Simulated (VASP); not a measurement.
# C (P6_3/mmc) in VASP: notebook

The runs below take C through single point, relaxation of the atoms, with r2SCAN.

All numbers are computed with VASP 6.6.1; they aren't measurements. Logs are shortened: lines on timing, memory, paths and dates and some standing lists are left out, and cuts for length are marked.

### 1 The cell of the first run

Symmetry: P6_3/mmc, No. 194, hexagonal system. The conventional cell has a = 2.503 Å, b = 2.503 Å, c = 4.127 Å, α = 90.00°, β = 90.00°, γ = 120.00°. C (site symmetry 3m) has 4 C at 1.54 to 1.55 Å within 2.0 Å.

### 2 Single point, r2SCAN (strained cell)

The input, POSCAR:

```
C
1.0
    2.5033434386      0.0000000000      0.0000000000
   -1.2516717193      2.1679590123      0.0000000000
    0.0000000000      0.0000000000      4.1271665148
C
4
Direct
    0.3333333333      0.6666666667     -0.0002547465
    0.6666666667      0.3333333333      0.4997452535
    0.3333333333      0.6666666667      0.3742547465
    0.6666666667      0.3333333333      0.8742547465
```

The input, INCAR.step1:

```
PREC     = Accurate       # precision mode
ENCUT    = 520            # plane-wave cutoff, eV
ISMEAR   = 0              # smearing method
SIGMA    = 0.02           # smearing width, eV
LREAL    = F              # projectors in reciprocal space
LASPH    = T              # aspherical terms in the spheres
NELM     = 80             # most SCF steps
NBANDS   = 16             # bands
GGA      = PE             # functional
ALGO     = Normal         # electronic algorithm
EDIFF    = 1E-4           # SCF threshold, eV
LWAVE    = T              # write WAVECAR
LCHARG   = F              # write CHGCAR
```

The input, INCAR.step2:

```
PREC     = Accurate       # precision mode
ENCUT    = 520            # plane-wave cutoff, eV
EDIFF    = 1E-6           # SCF threshold, eV
ISMEAR   = 0              # smearing method
SIGMA    = 0.02           # smearing width, eV
LREAL    = F              # projectors in reciprocal space
LASPH    = T              # aspherical terms in the spheres
NELM     = 80             # most SCF steps
ALGO     = Normal         # electronic algorithm
ISIF     = 2              # what is computed and relaxed
LWAVE    = F              # write WAVECAR
LCHARG   = F              # write CHGCAR
METAGGA  = R2SCAN         # meta-GGA
LMIXTAU  = T            
NBANDS   = 16             # bands
ISTART   = 1
```

The input, KPOINTS:

```
Automatic mesh
0
Gamma
  9 9 6
```

Potentials or basis: VASP PAW PBE potentials, release 64 (C).

Launch:

```console
cat potpaw_PBE.64/C/POTCAR > POTCAR
cp INCAR.step1 INCAR
mpirun -np 1 vasp_std > vasp.out
cp INCAR.step2 INCAR
mpirun -np 1 vasp_std > vasp.out
```

OUTCAR:

```text
PREC = Accurate
   ENCUT = 520
   EDIFF = 1E-6
   ISMEAR = 0
   LREAL = F
   LASPH = T
   NELM = 80
   ISIF = 2
   METAGGA = R2SCAN
   ISTART = 1

 ion  position               nearest neighbor table
   1  0.333  0.667  1.000-   4 1.54   4 1.54   4 1.54   3 1.55
   2  0.667  0.333  0.500-   3 1.54   3 1.54   3 1.54   4 1.55
   3  0.333  0.667  0.374-   2 1.54   2 1.54   2 1.54   1 1.55
   4  0.667  0.333  0.874-   1 1.54   1 1.54   1 1.54   2 1.55

  LATTYP: Found a hexagonal cell.
 ALAT       =     2.5033434386
 C/A-ratio  =     1.6486617262

  Lattice vectors:

 A1 = (   2.5033434386,   0.0000000000,   0.0000000000)
 A2 = (  -1.2516717193,   2.1679590123,   0.0000000000)
 A3 = (   0.0000000000,   0.0000000000,   4.1271665148)

Analysis of symmetry for initial positions (statically):
=====================================================================
 Subroutine PRICEL returns:
 Original cell was already a primitive cell.

 Routine SETGRP: Setting up the symmetry group for a
 hexagonal supercell.

 Subroutine GETGRP returns: Found 24 space group operations
 (whereof  6 operations were pure point group operations)
 out of a pool of 24 trial point group operations.

The static configuration has the point symmetry C_3v.
 The point group associated with its full space group is D_6h.

Analysis of symmetry for dynamics (positions and initial velocities):
=====================================================================
 Subroutine PRICEL returns:
 Original cell was already a primitive cell.

 Routine SETGRP: Setting up the symmetry group for a
 hexagonal supercell.

 Subroutine GETGRP returns: Found 24 space group operations
 (whereof  6 operations were pure point group operations)
 out of a pool of 24 trial point group operations.

The dynamic configuration has the point symmetry C_3v.
 The point group associated with its full space group is D_6h.

 Subroutine INISYM returns: Found 24 space group operations
 (whereof  6 operations are pure point group operations),
 and found     1 'primitive' translations

----------------------------------------------------------------------------------------

                                     Primitive cell

  volume of cell :      22.3987

  direct lattice vectors                    reciprocal lattice vectors
     2.503343439  0.000000000  0.000000000     0.399465764  0.230631667  0.000000000
[... 92 lines left out ...]
   EDIFFG = 0.1E-04   stopping-criterion for IOM
   NSW    =      0    number of steps for IOM
   IBRION =     -1    ionic relax: 0-MD 1-quasi-New 2-CG
   NFREE  =      0    steps in history (QN), initial steepest desc. (CG)
   ISIF   =      2    stress and relaxation
   ISYM   =      2    0-nonsym 1-usesym 2-fastsym
   POTIM  = 0.5000    time-step for ionic-motion
   TEBEG  =    0.0;   TEEND  =   0.0 temperature during run
   PSTRESS=    0.0 pullay stress
   NELECT =      16.0000    total number of electrons
   NUPDOWN=      -1.0000    fix difference up-down
   EMIN   =  10.00;   EMAX   =-10.00  energy-range for DOS
   EFERMI =   0.00;   METHOD = LEGACY
   ISMEAR =     0;   SIGMA  =   0.02  broadening in eV -4-tet -1-fermi 0-gaus
   EFERMI_NEDOS =   21; number of points for ismear=-14 and -15
   IALGO  =     38    algorithm
   IMIX   =      4    mixing-type and parameters
     AMIX     =   0.40;   BMIX     =  1.00
     AMIX_MAG =   1.60;   BMIX_MAG =  1.00
  volume/ion in A,a.u.               =       5.60        37.79
  Fermi-wavevector in a.u.,A,eV,Ry     =   1.463436  2.765493 29.138838  2.141644
  Thomas-Fermi vector in A             =   2.579531
   LORBIT       =      0    0 simple, 1 ext, 2 COOP (PROOUT), +10 PAW based schemes
   METAGGA = R2SCAN    functional components
   LHFCALC =     F    Hartree Fock is set to
   AEXX    =    0.0000 exact exchange contribution
   IVDW    =     0    specifies the selected vdW correction
   LEPSILON=     F    determine dielectric tensor
   LRPA    =     F    only Hartree local field effects (RPA)
 non-spin polarized calculation
 Gauss-broadening in eV      SIGMA  =   0.02
  energy-cutoff  :      520.00
  volume of cell :       22.40
 maximum number of plane-waves:       616
 NGX is ok and might be reduce to    20
   NGX =  9   NGY =  9   NGZ = 15

 number of electron      16.0000000 magnetization

 Free energy of the ion-electron system (eV)
  ---------------------------------------------------
  ext. energy  EPLUGINS =         0.00000000
  ---------------------------------------------------
  free energy    TOTEN  =       -39.19244347 eV

  energy without entropy =      -39.19244347  energy(sigma->0) =      -39.19244347

 E-fermi :  10.3510     XC(G=0): -14.3206

 val. band max:       10.2224864697   @ k =   0.0000   0.0000   0.0000
 cond. band min:      13.7547551256   @ k =   0.3333   0.3333   0.0000
 fundamental gap:      3.5322686559
 Fermi energy:        10.3510293030

 k-point     1 :       0.0000    0.0000    0.0000
  band No.  band energies     occupation
      1     -12.9949      2.00000
      2      -7.0398      2.00000
      3      -4.3209      2.00000
      4       6.7942      2.00000
      5       6.7942      2.00000
      6       9.6998      2.00000
[... 433 lines left out ...]
      3      -1.3668      2.00000
      4      -1.0812      2.00000
      5      -1.0812      2.00000
      6       2.3532      2.00000
[... 8 lines left out ...]
     15      26.6739      0.00000
     16      26.6739      0.00000

 [... further k-points ...]

------------------------ aborting loop because EDIFF is reached ----------------------------------------

  FORCE on cell =-STRESS in cart. coord.  units (eV):
  Direction    XX          YY          ZZ          XY          YZ          ZX
  --------------------------------------------------------------------------------------
  -------------------------------------------------------------------------------------
  Total        0.1580113      0.1580113      2.1227202      0.0000000      0.0000000      0.0000000
  in kB       11.3025167     11.3025167    151.8377765      0.0000000      0.0000000      0.0000000
  external PRESSURE =      58.1476033 kB  Pullay stress =       0.0000000 kB

 VOLUME and BASIS-vectors are now :
 -----------------------------------------------------------------------------
  energy-cutoff  :      520.00
  volume of cell :       22.40
      direct lattice vectors                 reciprocal lattice vectors
     2.503343439  0.000000000  0.000000000     0.399465764  0.230631667  0.000000000
    -1.251671719  2.167959012  0.000000000     0.000000000  0.461263333  0.000000000
     0.000000000  0.000000000  4.127166515     0.000000000  0.000000000  0.242296984

 POSITION                                       TOTAL-FORCE (eV/Angst)
 -----------------------------------------------------------------------------------
     -0.00000      1.44531      4.12612        -0.000000     -0.000000      0.005131
      1.25167      0.72265      2.06253         0.000000      0.000000      0.005131
     -0.00000      1.44531      1.54461        -0.000000     -0.000000     -0.005131
      1.25167      0.72265      3.60819         0.000000      0.000000     -0.005131
 -----------------------------------------------------------------------------------
    total drift:                               -0.000000      0.000000      0.000001

  FREE ENERGIE OF THE ION-ELECTRON SYSTEM (eV)
  ---------------------------------------------------
  free  energy   TOTEN  =       -39.1924434735 eV

  energy  without entropy=      -39.1924434735  energy(sigma->0) =      -39.19244347
```

OUTCAR.step1:

```text
PREC = Accurate
   ENCUT = 520
   ISMEAR = 0
   LREAL = F
[... 688 lines left out ...]
     -0.00000      1.44531      4.12612         0.000000     -0.000000     -0.001569
      1.25167      0.72265      2.06253        -0.000000      0.000000     -0.001569
     -0.00000      1.44531      1.54461         0.000000     -0.000000      0.001569
      1.25167      0.72265      3.60819        -0.000000      0.000000      0.001569
 -----------------------------------------------------------------------------------
    total drift:                               -0.000000      0.000000      0.000003

  FREE ENERGIE OF THE ION-ELECTRON SYSTEM (eV)
  ---------------------------------------------------
  free  energy   TOTEN  =       -36.2527831177 eV

  energy  without entropy=      -36.2527831177  energy(sigma->0) =      -36.25278312
```

OSZICAR.step1:

```text
N       E                     dE             d eps       ncg     rms          rms(c)
DAV:   1     0.207918027998E+02    0.20792E+02   -0.84157E+03  1544   0.973E+02
DAV:   2    -0.358328898881E+02   -0.56625E+02   -0.52909E+02  2192   0.191E+02
DAV:   3    -0.375870194227E+02   -0.17541E+01   -0.17485E+01  1896   0.281E+01
DAV:   4    -0.375934500834E+02   -0.64307E-02   -0.64284E-02  1928   0.213E+00
DAV:   5    -0.375934846708E+02   -0.34587E-04   -0.34587E-04  1880   0.133E-01    0.798E+00
DAV:   6    -0.365896571281E+02    0.10038E+01   -0.61039E-01  1776   0.495E+00    0.477E+00
DAV:   7    -0.362498277871E+02    0.33983E+00   -0.70415E-01  1968   0.552E+00    0.107E+00
DAV:   8    -0.362526907826E+02   -0.28630E-02   -0.14405E-02  1720   0.788E-01    0.630E-02
DAV:   9    -0.362527831177E+02   -0.92335E-04   -0.17643E-04  1880   0.101E-01
   1 F= -.36252783E+02 E0= -.36252783E+02  d E =-.102817E-26
```

It took 30 s on 1 thread of Intel Xeon 6975P-C (Granite Rapids), shared host; peak memory 0.14 GiB.

Results:

- Free energy: -39.1924 eV
- Pressure: 5.8 GPa
- Largest force: 0.005 eV/Å
- Band gap on the k mesh: 3.53 eV, indirect (least direct gap 5.07 eV)

Forces in eV/Å, atoms in the order of the input:
```
C    0.000  0.000  0.005
C    0.000  0.000  0.005
C    0.000  0.000 -0.005
C    0.000  0.000 -0.005
```

Stress tensor (GPa, compression positive):
```
 1.13  0.00  0.00
 0.00  1.13  0.00
 0.00  0.00 15.18
```

Caveat: the cell differs from its parent crystal (strained cell); the PAW data sets were made with another functional, which shifts forces and pressure a little.

### 3 Single point, r2SCAN

POSCAR is that of step 2.

The input, INCAR.step1:

```
SYSTEM = C
ALGO     = Normal         ! electronic algorithm
EDIFF    = 1E-4           ! SCF threshold, eV
ENCUT    = 520            ! plane-wave cutoff, eV
GGA      = PE             ! functional
ISMEAR   = 0              ! smearing method
LASPH    = .TRUE.         ! aspherical terms in the spheres
LCHARG   = .FALSE.        ! write CHGCAR
LREAL    = .FALSE.        ! projectors in reciprocal space
LWAVE    = .TRUE.         ! write WAVECAR
NBANDS   = 16             ! bands
NELM     = 60             ! most SCF steps
PREC     = Accurate       ! precision mode
SIGMA    = 0.01           ! smearing width, eV
```

The input, INCAR.step2:

```
SYSTEM = C
ALGO     = Normal         ! electronic algorithm
EDIFF    = 1E-7           ! SCF threshold, eV
ENCUT    = 520            ! plane-wave cutoff, eV
ISIF     = 2              ! what is computed and relaxed
ISMEAR   = 0              ! smearing method
ISTART   = 1            
LASPH    = .TRUE.         ! aspherical terms in the spheres
LCHARG   = .TRUE.         ! write CHGCAR
LELF     = .TRUE.         ! ELF
LMIXTAU  = .TRUE.       
LREAL    = .FALSE.        ! projectors in reciprocal space
LVHAR    = .TRUE.       
LWAVE    = .FALSE.        ! write WAVECAR
METAGGA  = R2SCAN         ! meta-GGA
NBANDS   = 16             ! bands
NELM     = 60             ! most SCF steps
PREC     = Accurate       ! precision mode
SIGMA    = 0.01           ! smearing width, eV
```

The input, KPOINTS:

```
k-points
0
G
  9 9 6
  0 0 0
```

Potentials or basis: VASP PAW PBE potentials, release 64 (C).

Launch:

```console
cat potpaw_PBE.64/C/POTCAR > POTCAR
cp INCAR.step1 INCAR
mpirun -np 1 vasp_std > vasp.out
cp INCAR.step2 INCAR
mpirun -np 1 vasp_std > vasp.out
```

Wall time 42 s (1 thread of Intel Xeon 6975P-C (Granite Rapids), shared host); peak memory 0.14 GiB.

It converged, with:

- Free energy: -39.1924 eV
- Pressure: 5.8 GPa
- Largest force: 0.005 eV/Å
- Band gap on the k mesh: 3.53 eV, indirect (least direct gap 5.07 eV)

Forces on the atoms (eV/Å):
```
C    0.000  0.000  0.005
C    0.000  0.000  0.005
C    0.000  0.000 -0.005
C    0.000  0.000 -0.005
```

Stress tensor (GPa, compression positive):
```
 1.16  0.00  0.00
 0.00  1.16  0.00
 0.00  0.00 15.21
```

Levels at points of the mesh, in eV from the valence-band top:
| k point | band 5 | band 6 | band 7 | band 8 | band 9 | band 10 | band 11 | band 12 |
| --- | --- | --- | --- | --- | --- | --- | --- | --- |
| (0.00, 0.00, 0.00) | -3.43 | -0.52 | 0.00 | 0.00 | 5.07 | 5.07 | 5.88 | 8.31 |
| (0.00, 0.00, 0.50) | -2.07 | -2.07 | -2.07 | -2.07 | 7.58 | 7.58 | 7.58 | 7.58 |

Caveat: the PAW data sets were made with another functional, which shifts forces and pressure a little.

### 4 Relaxation of the atoms, r2SCAN (strained cell)

The input, POSCAR:

```
C
1.0
    2.4551039511      0.0000000000      0.0000000000
   -1.2275519756      2.1261823906      0.0000000000
    0.0000000000      0.0000000000      4.1271665148
C
4
Direct
    0.3333333333      0.6666666667     -0.0002690400
    0.6666666667      0.3333333333      0.4997309600
    0.3333333333      0.6666666667      0.3742690400
    0.6666666667      0.3333333333      0.8742690400
```

The input, INCAR.step1:

```
SYSTEM = C
PREC = Accurate
ENCUT = 520
ISMEAR = 0
SIGMA = 0.02
LREAL = .FALSE.
LASPH = .TRUE.
NELM = 100
GGA = PE
ALGO = Normal
EDIFF = 1E-4
LWAVE = .TRUE.
LCHARG = .FALSE.
```

The input, INCAR.step2:

```
SYSTEM = C
PREC = Accurate
ENCUT = 520
EDIFF = 1E-6
ISMEAR = 0
SIGMA = 0.02
LREAL = .FALSE.
LASPH = .TRUE.
NELM = 100
ALGO = Normal
ISIF = 2
LWAVE = .FALSE.
LCHARG = .FALSE.
METAGGA = R2SCAN
LMIXTAU = .TRUE.
IBRION = 2
NSW = 60
EDIFFG = -0.002
ISTART = 1
```

The input, KPOINTS:

```
Automatic mesh
0
G
  9 9 6
  0 0 0
```

Launch:

```console
cat potpaw_PBE.64/C/POTCAR > POTCAR
cp INCAR.step1 INCAR
mpirun -np 1 vasp_std > vasp.out
cp INCAR.step2 INCAR
mpirun -np 1 vasp_std > vasp.out
```

It took 44 s on 1 thread of Intel Xeon 6975P-C (Granite Rapids), shared host; peak memory 0.13 GiB.

The run converged. Its results:

```
Free energy               : -39.1103 eV
Energy gained by relaxing : 0.1 meV/atom
Ionic steps               : 3
Pressure after relaxing   : 25.4 GPa
Band gap on the k mesh    : 3.33 eV, indirect (least direct gap 5.36 eV)
```

Stress tensor (GPa, compression positive):
```
29.94  0.00  0.00
 0.00 29.94  0.00
 0.00  0.00 16.30
```

Step by step:
| step | energy change (eV) | largest force (eV/Å) | pressure (GPa) |
| --- | --- | --- | --- |
| 1 | 0.0000 | 0.0968 | 25.46 |
| 2 | 0.0017 | 0.2842 | 25.22 |
| 3 | -0.0002 | 0.0003 | 25.39 |

Final structure:
```yaml
crystal:
  lattice:
    - [2.45510, 0.00000, 0.00000]
    - [-1.22755, 2.12618, 0.00000]
    - [0.00000, 0.00000, 4.12717]
  atoms:
    - { symbol: C, position: [0.33333, 0.66667, 0.00002] }
    - { symbol: C, position: [0.66667, 0.33333, 0.50002] }
    - { symbol: C, position: [0.33333, 0.66667, 0.37398] }
    - { symbol: C, position: [0.66667, 0.33333, 0.87398] }
```

Levels at points of the mesh, in eV from the valence-band top:
```
           k point  band 5  band 6  band 7  band 8  band 9  band 10  band 11  band 12
(0.00, 0.00, 0.00)   -3.35   -0.61    0.00    0.00    5.36     5.36     5.45     9.35
(0.00, 0.00, 0.50)   -2.01   -2.01   -2.01   -2.01    7.84     7.84     7.84     7.84
```

Caveat: the cell differs from its parent crystal (strained cell); the PAW data sets were made with another functional, which shifts forces and pressure a little.

### 5 Relaxation of the atoms, r2SCAN (strained cell)

The input, POSCAR:

```
C
1.0
    2.5038701137      0.0000000000      0.0000000000
   -1.2519350569      2.1684151262      0.0000000000
    0.0000000000      0.0000000000      4.1271665148
C
4
Direct
    0.3333333333      0.6666666667     -0.0000210137
    0.6666666667      0.3333333333      0.4999789863
    0.3333333333      0.6666666667      0.3740210137
    0.6666666667      0.3333333333      0.8740210137
```

INCAR.step1: that of step 4 with these lines changed.

```diff
@@ -7,3 +7,3 @@
 LASPH = .TRUE.
-NELM = 100
+NELM = 60
 GGA = PE
```

INCAR.step2: that of step 4 with these lines changed.

```diff
@@ -3,3 +3,3 @@
 ENCUT = 520
-EDIFF = 1E-6
+EDIFF = 1E-7
 ISMEAR = 0
@@ -8,3 +8,3 @@
 LASPH = .TRUE.
-NELM = 100
+NELM = 60
 ALGO = Normal
```

The input, KPOINTS:

```
regular mesh
0
G
  9 9 6
  0 0 0
```

Launch:

```console
cat potpaw_PBE.64/C/POTCAR > POTCAR
cp INCAR.step1 INCAR
mpirun -np 1 vasp_std > vasp.out
cp INCAR.step2 INCAR
mpirun -np 1 vasp_std > vasp.out
```

Wall time 55 s (1 thread of Intel Xeon 6975P-C (Granite Rapids), shared host); peak memory 0.13 GiB.

Results (log left out):

```
Free energy               : -39.1925 eV
Energy gained by relaxing : 0.0 meV/atom
Ionic steps               : 3
Pressure after relaxing   : 5.6 GPa
Band gap on the k mesh    : 3.53 eV, indirect (least direct gap 5.07 eV)
```

Stress tensor (GPa, compression positive):
```
 0.87  0.00  0.00
 0.00  0.87  0.00
 0.00  0.00 15.20
```

The path:
```tsv
step	energy change (eV)	largest force (eV/Å)	pressure (GPa)
1	0.0000	0.0716	5.63
2	0.0009	0.1986	5.70
3	-0.0001	0.0000	5.65
```

Final structure:
```yaml
crystal:
  lattice:
    - [2.50387, 0.00000, 0.00000]
    - [-1.25194, 2.16842, 0.00000]
    - [0.00000, 0.00000, 4.12717]
  atoms:
    - { symbol: C, position: [0.33333, 0.66667, 0.99976] }
    - { symbol: C, position: [0.66667, 0.33333, 0.49976] }
    - { symbol: C, position: [0.33333, 0.66667, 0.37424] }
    - { symbol: C, position: [0.66667, 0.33333, 0.87424] }
```

Levels at points of the mesh, in eV from the valence-band top:
| k point | band 6 | band 7 | band 8 | band 9 | band 10 | band 11 |
| --- | --- | --- | --- | --- | --- | --- |
| (0.00, 0.00, 0.00) | -0.53 | 0.00 | 0.00 | 5.07 | 5.07 | 5.89 |
| (0.00, 0.00, 0.50) | -2.07 | -2.07 | -2.07 | 7.57 | 7.57 | 7.57 |

Caveat: the cell differs from its parent crystal (strained cell); the PAW data sets were made with another functional, which shifts forces and pressure a little.

(Part 1 of 2 ends here.)
